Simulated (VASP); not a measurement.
# GaSi15 (a cell with a defect) in VASP: further runs

Runs on GaSi15 (a cell with a defect). Level: PBE. Tasks: single point.

Everything below comes from runs of VASP 6.6.1. Logs are shortened: lines on timing, memory, paths and dates and some standing lists are left out, and cuts for length are marked.

## 1. The cell of the first run

The cell holds a defect, 16 atoms: a = 7.736 Å, b = 7.736 Å, c = 7.736 Å, α = 60.00°, β = 60.00°, γ = 60.00°.

## 2. Single point, PBE

Contents of INCAR:

```
PREC = Accurate
ENCUT = 520
EDIFF = 1E-6
ISMEAR = 0
SIGMA = 0.01
LREAL = Auto
LASPH = T
NELM = 80
ALGO = Normal
ISIF = 2
LWAVE = F
LCHARG = T
GGA = PE
LELF = T
LVHAR = T
NELECT = 74.0
NBANDS = 50
```

Contents of KPOINTS:

```
regular mesh
0
Gamma
  2 2 2
```

Contents of POSCAR:

```
GaSi15
1.0
    0.0000000000      5.4700937543     -5.4700937543
    5.4700937543      5.4700937543      0.0000000000
    5.4700937543      0.0000000000     -5.4700937543
Ga Si
1 15
Direct
    0.1226755460      0.1252878358      0.1271885359
    0.1262097186      0.6221185913      0.1302088604
    0.6198438369      0.1283645315      0.1302916687
    0.6200715217      0.6223991032      0.1301758070
    0.1262741694      0.1282811847      0.6240912316
    0.1262702295      0.6222088620      0.6240353028
    0.6200668288      0.1282788047      0.6242505610
    0.6231683019      0.6252102168      0.6271736118
    0.2478473231      0.7511030700      0.2518283674
    0.2475921105      0.2498860899      0.2518674746
    0.7486992745      0.7508874969      0.2505437105
    0.7485149175      0.2501747673      0.2520355823
    0.2465195191      0.7507674338      0.7527215818
    0.2478759138      0.2499827812      0.7530231135
    0.7487686132      0.7507643057      0.7526644698
    0.7487862522      0.2485570274      0.7527721226
```

Potentials or basis: VASP PAW PBE potentials, release 64 (Ga_d, Si).

Started as:

```sh
$ cat potpaw_PBE.64/Ga_d/POTCAR potpaw_PBE.64/Si/POTCAR > POTCAR
$ mpirun -np 1 vasp_std > vasp.out
```

OUTCAR:

```text
PREC = Accurate
   ENCUT = 520
   EDIFF = 1E-6
   ISMEAR = 0
   LREAL = Auto
   LASPH = T
   NELM = 80
   ISIF = 2
   GGA = PE
   NELECT = 74.0

 ion  position               nearest neighbor table
   1  0.123  0.125  0.127-  12 2.36  14 2.36   9 2.36  10 2.36
   2  0.126  0.622  0.130-  10 2.35   9 2.35  13 2.38  11 2.38
   3  0.620  0.128  0.130-  12 2.35  10 2.35  11 2.38  16 2.38
   4  0.620  0.622  0.130-  12 2.35   9 2.35  11 2.38  15 2.38
   5  0.126  0.128  0.624-  10 2.35  14 2.35  16 2.38  13 2.38
   6  0.126  0.622  0.624-   9 2.35  14 2.35  13 2.38  15 2.38
[... 8 lines left out ...]
  15  0.749  0.751  0.753-   8 2.38   6 2.38   4 2.38   7 2.38
  16  0.749  0.249  0.753-   8 2.38   5 2.38   7 2.38   3 2.38

  LATTYP: Found a face centered cubic cell.
 ALAT       =    10.9401875086

  Lattice vectors:

 A1 = (   0.0000000000,   5.4700937543,  -5.4700937543)
 A2 = (   5.4700937543,   5.4700937543,   0.0000000000)
 A3 = (   5.4700937543,   0.0000000000,  -5.4700937543)

Analysis of symmetry for initial positions (statically):
=====================================================================
 Subroutine PRICEL returns:
 Original cell was already a primitive cell.

 Routine SETGRP: Setting up the symmetry group for a
 face centered cubic supercell.

 Subroutine GETGRP returns: Found  1 space group operations
 (whereof  1 operations were pure point group operations)
 out of a pool of 48 trial point group operations.

The static configuration has the point symmetry C_1 .

Analysis of symmetry for dynamics (positions and initial velocities):
=====================================================================
 Subroutine PRICEL returns:
 Original cell was already a primitive cell.

 Routine SETGRP: Setting up the symmetry group for a
 face centered cubic supercell.

 Subroutine GETGRP returns: Found  1 space group operations
 (whereof  1 operations were pure point group operations)
 out of a pool of 48 trial point group operations.

The dynamic configuration has the point symmetry C_1 .

 Subroutine INISYM returns: Found  1 space group operations
 (whereof  1 operations are pure point group operations),
 and found     1 'primitive' translations
[... 105 lines left out ...]
   NELM   =     80;   NELMIN=  2; NELMDL= -5     # of ELM steps
   EDIFF  = 0.1E-05   stopping-criterion for ELM
   LREAL  =      T    real-space projection
   EDIFFG = 0.1E-04   stopping-criterion for IOM
   NSW    =      0    number of steps for IOM
   IBRION =     -1    ionic relax: 0-MD 1-quasi-New 2-CG
   NFREE  =      0    steps in history (QN), initial steepest desc. (CG)
   ISIF   =      2    stress and relaxation
   ISYM   =      2    0-nonsym 1-usesym 2-fastsym
   POTIM  = 0.5000    time-step for ionic-motion
   TEBEG  =    0.0;   TEEND  =   0.0 temperature during run
   PSTRESS=    0.0 pullay stress
   NELECT =      74.0000    total number of electrons
   NUPDOWN=      -1.0000    fix difference up-down
   EMIN   =  10.00;   EMAX   =-10.00  energy-range for DOS
   EFERMI =   0.00;   METHOD = LEGACY
   ISMEAR =     0;   SIGMA  =   0.01  broadening in eV -4-tet -1-fermi 0-gaus
   EFERMI_NEDOS =   21; number of points for ismear=-14 and -15
   IALGO  =     38    algorithm
   IMIX   =      4    mixing-type and parameters
     AMIX     =   0.40;   BMIX     =  1.00
     AMIX_MAG =   1.60;   BMIX_MAG =  1.00
  volume/ion in A,a.u.               =      20.46       138.07
  Fermi-wavevector in a.u.,A,eV,Ry     =   0.997273  1.884572 13.531715  0.994553
  Thomas-Fermi vector in A             =   2.129418
   LORBIT       =      0    0 simple, 1 ext, 2 COOP (PROOUT), +10 PAW based schemes
   GGA     = PE    functional components
   LHFCALC =     F    Hartree Fock is set to
   AEXX    =    0.0000 exact exchange contribution
   IVDW    =     0    specifies the selected vdW correction
   LEPSILON=     F    determine dielectric tensor
   LRPA    =     F    only Hartree local field effects (RPA)
 non-spin polarized calculation
 Gauss-broadening in eV      SIGMA  =   0.01
  energy-cutoff  :      520.00
  volume of cell :      327.35
 maximum number of plane-waves:      8824
 NGX is ok and might be reduce to    60
   NGX = 29   NGY = 29   NGZ = 29

 number of electron      73.9999998 magnetization

 Free energy of the ion-electron system (eV)
  ---------------------------------------------------
  ext. energy  EPLUGINS =         0.00000000
  ---------------------------------------------------
  free energy    TOTEN  =       -76.46813747 eV

  energy without entropy =      -76.46813747  energy(sigma->0) =      -76.46813747

 E-fermi :   6.0202     XC(G=0):  -9.4146

 val. band max:        5.9272907310   @ k =   0.0000   0.0000   0.0000
 cond. band min:       6.2641328606   @ k =   0.0000   0.0000   0.0000
 fundamental gap:      0.3368421296
 Fermi energy:         6.0202086881

 k-point     1 :       0.0000    0.0000    0.0000
  band No.  band energies     occupation
      1      -8.4215      2.00000
      2      -8.4214      2.00000
      3      -8.4212      2.00000
      4      -8.3464      2.00000
      5      -8.3464      2.00000
      6      -6.2485      2.00000
[... 405 lines left out ...]
     48       9.8378      0.00000
     49       9.9026      0.00000
 [bands above 49 left out]

------------------------ aborting loop because EDIFF is reached ----------------------------------------

  FORCE on cell =-STRESS in cart. coord.  units (eV):
  Direction    XX          YY          ZZ          XY          YZ          ZX
  --------------------------------------------------------------------------------------
  -------------------------------------------------------------------------------------
  Total       12.6772394     12.6752471     12.6707234     -0.0084904      0.0004829     -0.0017647
  in kB       62.0470260     62.0372745     62.0151342     -0.0415552      0.0023634     -0.0086371
  external PRESSURE =      62.0331449 kB  Pullay stress =       0.0000000 kB

 VOLUME and BASIS-vectors are now :
 -----------------------------------------------------------------------------
  energy-cutoff  :      520.00
  volume of cell :      327.35
      direct lattice vectors                 reciprocal lattice vectors
     0.000000000  5.470093754 -5.470093754    -0.091406112  0.091406112 -0.091406112
     5.470093754  5.470093754  0.000000000     0.091406112  0.091406112  0.091406112
     5.470093754  0.000000000 -5.470093754     0.091406112 -0.091406112 -0.091406112

 POSITION                                       TOTAL-FORCE (eV/Angst)
 -----------------------------------------------------------------------------------
      1.38107      1.35638     -1.36678         0.000281     -0.000082     -0.001618
      4.11530      4.09343     -1.40263         0.001401     -0.001053      0.000165
      1.41487      4.09277     -4.10331        -0.000754      0.000408      0.001459
      4.11666      6.79643     -4.10392        -0.000817     -0.000403      0.000303
      4.11555      1.39244     -4.10457        -0.000156      0.000296      0.000362
      6.81707      4.09425     -4.10424        -0.001193     -0.001603     -0.000569
[... 8 lines left out ...]
      8.22390      8.20259     -8.21298        -0.000635     -0.002142      0.002890
      5.47736      5.45556     -8.21367         0.003318      0.000493      0.004224
 -----------------------------------------------------------------------------------
    total drift:                                0.000592     -0.000156     -0.000133

  FREE ENERGIE OF THE ION-ELECTRON SYSTEM (eV)
  ---------------------------------------------------
  free  energy   TOTEN  =       -76.4681374652 eV

  energy  without entropy=      -76.4681374652  energy(sigma->0) =      -76.46813747
```

Run time: 4 min. Hardware: 1 thread of AMD EPYC 7R13, shared host; peak memory 0.46 GiB.

What came out:

* Free energy: -76.4681 eV
* Largest force: 0.013 eV/Å

Forces on the atoms (eV/Å):
```
Ga   0.000  0.000 -0.002
Si   0.001 -0.001  0.000
Si  -0.001  0.000  0.001
Si  -0.001  0.000  0.000
Si   0.000  0.000  0.000
Si  -0.001 -0.002 -0.001
Si   0.000  0.001 -0.001
Si   0.002 -0.002 -0.001
Si  -0.006 -0.005 -0.004
Si   0.005  0.008 -0.008
Si   0.001 -0.002 -0.003
Si   0.003 -0.004  0.004
Si  -0.002  0.004 -0.001
Si  -0.004  0.004  0.008
Si  -0.001 -0.002  0.003
Si   0.003  0.000  0.004
```

Caveat: the k points lie up to 0.50 Å⁻¹ apart; the cell carries a net charge on a neutralising background, which shifts energy and pressure; the cell is charged against a uniform background, so pressure and absolute levels hang on convention.

## 3. Single point, PBE, collinear spin

Contents of INCAR:

```
SYSTEM = GaSi15
PREC = Accurate ; ENCUT = 520
EDIFF = 1E-6 ; ISMEAR = 0
SIGMA = 0.01 ; LREAL = Auto
LASPH = .True. ; NELM = 150
ALGO = Normal ; ISIF = 2
LWAVE = .False. ; LCHARG = .False.
ISPIN = 2 ; MAGMOM = 0.2 0 0 0 0 0 0 0 0.2 0.2 0 0.2 0 0.2 0 0
LORBIT = 11 ; GGA = PE
NBANDS = 54
```

Contents of KPOINTS:

```
regular mesh
0
Gamma
  2 2 2
  0 0 0
```

Contents of POSCAR:

```
GaSi15
1.0
    0.0000000000      5.4700937543     -5.4700937543
    5.4700937543      5.4700937543      0.0000000000
    5.4700937543      0.0000000000     -5.4700937543
Ga Si
1 15
Direct
    0.1222559157      0.1276327605      0.1253876897
    0.1238219869      0.6249010733      0.1269881327
    0.6225820938      0.1267225772      0.1274177361
    0.6230651543      0.6242380800      0.1272526701
    0.1242512316      0.1267290949      0.6257341197
    0.1240791004      0.6242499657      0.6262254380
    0.6223089381      0.1265842793      0.6254617564
    0.6236131770      0.6251473277      0.6267854667
    0.2507648490      0.7446793906      0.2539209055
    0.2507108184      0.2493120900      0.2538603410
    0.7482669540      0.7503801358      0.2517830317
    0.7453353331      0.2505270370      0.2532254490
    0.2486108201      0.7503852150      0.7514300437
    0.2500749556      0.2505366289      0.7484597820
    0.7482177108      0.7509083995      0.7513910491
    0.7483364048      0.2503521771      0.7515010054
```

Potentials or basis: VASP PAW PBE potentials, release 64 (Ga_d, Si).

Started as:

```sh
$ cat potpaw_PBE.64/Ga_d/POTCAR potpaw_PBE.64/Si/POTCAR > POTCAR
$ mpirun -np 1 vasp_std > vasp.out
```

Wall time 9.2 min (1 thread of AMD EPYC 7R13, shared host); peak memory 0.69 GiB.

The run converged. Its results:

```yaml
Free_energy: -82.2404 eV
Pressure: 1.3 GPa
Largest_force: 0.009 eV/Å
Net_moment: 0.25 μB per cell
Site_moments: Ga +0.03; Si +0.01, +0.00, -0.00, +0.03, +0.02 (each value once) μB
Valence_electrons_inside_the_program's_atomic_spheres: Ga 11.82; Si 1.68, 1.69, 1.70 (each value once)
```

Forces in eV/Å, atoms in the order of the input:
```
Ga  -0.001  0.000  0.001
Si   0.001 -0.001 -0.001
Si   0.000  0.002  0.000
Si   0.001 -0.001  0.000
Si   0.002  0.002  0.000
Si   0.000 -0.003 -0.001
Si   0.000  0.000  0.002
Si   0.002 -0.001 -0.001
Si  -0.007 -0.004 -0.004
Si   0.003  0.004 -0.003
Si   0.000  0.001  0.000
Si   0.002 -0.003  0.005
Si  -0.001  0.000  0.000
Si  -0.003  0.003  0.003
Si   0.000  0.000 -0.001
Si   0.000  0.000 -0.001
```

Stress tensor (GPa, compression positive):
```
 1.20 -0.50 -0.17
-0.50  1.20 -0.17
-0.17 -0.17  1.64
```

Levels at points of the mesh, in eV from the Fermi level:
Spin up:
```csv
k point,band 35,band 36,band 37,band 38,band 39,band 40
"(0.00, 0.00, 0.00)",0.50,0.50,0.52,0.93,0.98,0.98
"(0.50, 0.00, 0.00)",-0.62,-0.09,-0.08,1.65,1.66,1.67
"(0.00, 0.50, 0.00)",-0.63,-0.08,-0.07,1.64,1.64,1.64
"(0.00, 0.00, 0.50)",-0.62,-0.09,-0.08,1.65,1.66,1.67
"(0.50, 0.50, 0.50)",-0.62,-0.08,-0.08,1.64,1.65,1.66
"(0.50, 0.50, 0.00)",-1.13,-0.60,-0.59,1.33,1.44,2.55
"(0.00, 0.50, 0.50)",-1.13,-0.60,-0.59,1.33,1.44,2.55
"(0.50, 0.00, 0.50)",-1.14,-0.61,-0.59,1.33,1.44,2.55
```
Spin down:
```csv
k point,band 33,band 34,band 35,band 36,band 37,band 38,band 39,band 40,band 41,band 42
"(0.00, 0.00, 0.00)",-0.61,-0.59,0.51,0.53,0.60,0.94,0.98,0.99,1.00,1.04
"(0.50, 0.00, 0.00)",-1.64,-0.62,-0.61,-0.07,0.01,1.65,1.66,1.68,1.80,1.97
"(0.00, 0.50, 0.00)",-1.65,-0.63,-0.62,-0.06,-0.05,1.65,1.65,1.66,1.80,1.97
"(0.00, 0.00, 0.50)",-1.64,-0.62,-0.61,-0.07,0.01,1.65,1.66,1.68,1.80,1.97
"(0.50, 0.50, 0.50)",-1.64,-0.63,-0.60,-0.07,-0.01,1.64,1.66,1.67,1.80,1.97
"(0.50, 0.50, 0.00)",-1.55,-1.20,-1.12,-0.57,-0.54,1.34,1.45,2.57,2.57,2.79
"(0.00, 0.50, 0.50)",-1.55,-1.20,-1.12,-0.57,-0.54,1.34,1.45,2.57,2.57,2.79
"(0.50, 0.00, 0.50)",-1.55,-1.20,-1.12,-0.57,-0.51,1.34,1.45,2.56,2.57,2.79
```

Caveat: the k points lie up to 0.50 Å⁻¹ apart.
